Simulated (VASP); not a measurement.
A run of VASP 6.6.1:

INCAR

```
PREC = Accurate ; ENCUT = 520
EDIFF = 1E-6 ; ISMEAR = 0
SIGMA = 0.05 ; LREAL = F
LASPH = T ; NELM = 150
ALGO = Normal ; ISIF = 2
LWAVE = F ; LCHARG = F
LMAXMIX = 4 ; LDAU = T
LDAUTYPE = 2 ; LDAUL = 2 -1
LDAUU = 4 0 ; LDAUJ = 0 0
LDAUPRINT = 1 ; GGA = PE
IVDW = 12 ; NBANDS = 33
```

KPOINTS

```
regular mesh
0
Gamma
  8 6 6
```

Contents of POSCAR:

```
TiO2
1.0
    1.5040368431     -2.6050682287      0.0000000000
    1.5040368431      0.8683560762      4.8863028513
   -4.5121105293     -2.6050682287      0.0000000000
Ti O
2 4
Direct
    0.5000000000      0.0000000000      0.5000000000
    0.0000000000      0.0000000000      0.0000000000
    0.5000000000      0.8049605156      0.1016535052
    0.0000000000      0.8049605156      0.6016535052
    0.5000000000      0.1950394844      0.8983464948
    0.0000000000      0.1950394844      0.3983464948
```

Potentials or basis: VASP PAW PBE potentials, release 64 (Ti_sv, O).

Command:

```console
$ cat potpaw_PBE.64/Ti_sv/POTCAR potpaw_PBE.64/O/POTCAR > POTCAR
$ mpirun -np 1 vasp_std > vasp.out
```

Hardware: 1 thread of AMD EPYC 9R45 96-Core Processor (Zen 5), with other jobs on the host.

Estimate the wall time of this run.

Wall time 110 s on 1 thread of AMD EPYC 9R45 96-Core Processor (Zen 5) (shared host), peak memory 0.29 GiB. Counts: scf iterations 15, k points 100.
